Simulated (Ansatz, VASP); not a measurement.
**Hg: VASP beside Ansatz**

```
Hg
1.0
     4.55509    0.00000    0.00000
    -2.27754    3.94482    0.00000
     0.00000    0.00000    3.88286
Hg
3
Direct
  0.33333 0.66667 0.50000
  0.00000 0.00000 0.00000
  0.66667 0.33333 0.50000
```

Change from the starting cell: volume scaled by 1.01, crystal datasets.

Alike in both runs: task electric field gradients; functional PBEsol; k mesh 8 × 8 × 9; occupations fermi-dirac, width 0.05 eV; no spin polarisation.

|  | VASP | Ansatz |
| --- | --- | --- |
| version | VASP 6.6.1 | Ansatz 0.2.0 |
| potentials or method | VASP PAW PBE potentials, release 64 (Hg), cutoff 520 eV | all-electron PAW with datasets made for the crystal, scalar-relativistic |

|  | VASP | Ansatz | Ansatz less VASP |
| --- | --- | --- | --- |
| pressure (GPa) | 7.8 | 7.0 | -0.78 |
| traceless stress, the component that is largest in VASP (GPa) | -8.34 | -7.80 | +0.547 |
| size of Vzz on the site where it differs most (V/Å²) | 332.3 | 252.0 | -80.25 |

VASP's potentials were made for PBE, not for PBEsol. Ansatz ran all-electron here, and VASP with PAW potentials.

Spin-orbit coupling is off throughout.
